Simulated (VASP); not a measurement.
Set up this calculation in VASP 6.6.1, as the native input.

| Item | Value |
| --- | --- |
| Task | relaxation of cell and atoms |
| Functional | PBE |
| Potentials or basis | VASP PAW PBE potentials, release 64 (B) |
| Cutoff | 600 eV |
| k mesh | 9 × 9 × 12 |
| Occupations | gaussian, width 0.1 eV |
| Spin | no spin polarisation |
| Dipole correction | no |
| Further INCAR settings | ALGO = Normal; EDIFF = 1e-07; IBRION = 2; EDIFFG = -0.01; NSW = 100; ISIF = 3 |

The structure of B lies in POSCAR:

```
B
1.0
    5.6073571188      0.0000000000      0.0000000000
   -2.8036785594      4.8561137130      0.0000000000
    0.0000000000      0.0000000000      3.0886558455
B
8
Direct
    0.5000000000      0.0000000000      0.5000000000
    0.0000000000      0.5000000000      0.5000000000
    0.5000000000      0.5000000000      0.5000000000
    0.3333333333      0.6666666667      0.0000000000
    0.6666666667      0.3333333333      0.0000000000
    0.3333333333      0.6666666667      0.5000000000
    0.6666666667      0.3333333333      0.5000000000
    0.0000000000      0.0000000000      0.0000000000
```

The cell was built from a structure type or drawn by symmetry, and may not be a known phase.

One way to write it, as run:

INCAR

```
PREC     = Accurate       # precision mode
ENCUT    = 600            # plane-wave cutoff, eV
EDIFF    = 1E-7           # SCF threshold, eV
ISMEAR   = 0              # smearing method
SIGMA    = 0.1            # smearing width, eV
LREAL    = False          # projectors in reciprocal space
LASPH    = True           # aspherical terms in the spheres
NELM     = 60             # most SCF steps
ALGO     = Normal         # electronic algorithm
ISIF     = 3              # what is computed and relaxed
LWAVE    = False          # write WAVECAR
LCHARG   = False          # write CHGCAR
GGA      = PE             # functional
IBRION   = 2              # ionic algorithm
NSW      = 100            # ionic steps
EDIFFG   = -0.01          # ionic threshold
```

KPOINTS

```
regular mesh
0
Gamma
  9 9 12
```

Potentials or basis: VASP PAW PBE potentials, release 64 (B).

Run with:

```console
$ cat potpaw_PBE.64/B/POTCAR > POTCAR
$ mpirun -np 1 vasp_std > vasp.out
```

Results of the run:

```yaml
Relaxed_volume: 10.50 Å³/atom
Relaxed_cell: a = 5.613 Å, b = 5.613 Å, c = 3.077 Å, α = 90.00°, β = 90.00°, γ = 120.00°
Space_group_after_relaxing_to_0.1_Å: P6/mmm (No. 191)
Energy_gained_by_relaxing: 0.2 meV/atom
Ionic_steps: 3
Pressure_after_relaxing: 0.1 GPa
Band_gap_on_the_k_mesh: zero (bands 12 and 13 overlap by 3.23 eV)
```

Wall time 7.2 min on 1 thread of Intel Xeon 8259CL, with other jobs on the host, peak memory 0.3 GiB.
